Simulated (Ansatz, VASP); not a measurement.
One calculation of CdAs2C, two programs

```
Cd As C
1.0
    -2.86795    2.86795    4.49979
     2.86795   -2.86795    4.49979
     2.86795    2.86795   -4.49979
Cd As C
2 4 2
Direct
  0.00000 0.00000 0.00000
  0.75000 0.25000 0.50000
  0.37500 0.46159 0.58659
  0.21159 0.62500 0.08659
  0.87500 0.78841 0.41341
  0.53841 0.12500 0.91341
  0.50000 0.50000 0.00000
  0.25000 0.75000 0.50000
```

Alike in both runs: task single point; functional PBE; k mesh 6 × 6 × 6; occupations fermi-dirac, width 0.02 eV; no spin polarisation.

|  | VASP | Ansatz |
| --- | --- | --- |
| version | VASP 6.6.1 | Ansatz 0.2.0 |
| potentials or method | VASP PAW PBE potentials, release 64 (Cd, As, C) | plane waves, PAW |
| plane-wave cutoff (eV) | 520 | 420 |
| valence electrons in the cell | 52 | 108 |

|  | VASP | Ansatz | Ansatz less VASP |
| --- | --- | --- | --- |
| pressure (GPa) | 2.7 | 2.2 | -0.48 |
| rms of the force components (eV/Å) | 0.000 | 0.005 | +0.0051 |

VASP's potentials hold 52 valence electrons a cell and Ansatz's 108, so a difference there can come from the potentials and not from the codes.
